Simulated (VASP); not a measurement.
Input of a VASP 6.6.1 run:

The input POSCAR:

```
MnO
1.0
    0.0000000000      2.2239077028      2.2239077028
    2.2239077028      0.0000000000      2.2239077028
    2.2239077028      2.2239077028      0.0000000000
Mn O
1 1
Direct
    0.0000000000      0.0000000000      0.0000000000
    0.5000000000      0.5000000000      0.5000000000
```

The input INCAR.step1:

```
SYSTEM = MnO
PREC = Accurate
ENCUT = 520
EDIFF = 1E-5
ISMEAR = -1
SIGMA = 0.05
LREAL = .False.
LASPH = .True.
NELM = 150
ALGO = Normal
ISIF = 2
LWAVE = .True.
ISPIN = 2
MAGMOM = 4 0
LORBIT = 11
LMAXMIX = 4
GGA = PE
NBANDS = 20
```

Contents of INCAR.step2:

```
SYSTEM = MnO
PREC = Accurate
ENCUT = 520
EDIFF = 1E-7
ISMEAR = -1
SIGMA = 0.05
LREAL = .False.
LASPH = .True.
NELM = 150
ALGO = Normal
ISIF = 2
LWAVE = .False.
LCHARG = .True.
ISPIN = 2
MAGMOM = 4 0
LORBIT = 11
LMAXMIX = 4
GGA = PE
LHFCALC = .True.
HFSCREEN = 0.2079
PRECFOCK = Normal
LELF = .True.
LVHAR = .True.
ISTART = 1
NBANDS = 20
```

File KPOINTS:

```
Automatic mesh
0
Gamma
  5 5 5
  0 0 0
```

Potentials or basis: VASP PAW PBE potentials, release 64 (Mn_pv, O).

Command:

```sh
$ cat potpaw_PBE.64/Mn_pv/POTCAR potpaw_PBE.64/O/POTCAR > POTCAR
$ cp INCAR.step1 INCAR
$ mpirun -np 1 vasp_std > vasp.out
$ cp INCAR.step2 INCAR
$ mpirun -np 1 vasp_std > vasp.out
```

Predict the net moment.

5.00 μB per cell.

Predict the site moments.

Mn +4.58; O +0.20 μB.

Caveat: the k points lie up to 0.49 Å⁻¹ apart; a cell with one magnetic atom can't hold antiferromagnetic order, which such compounds often take.
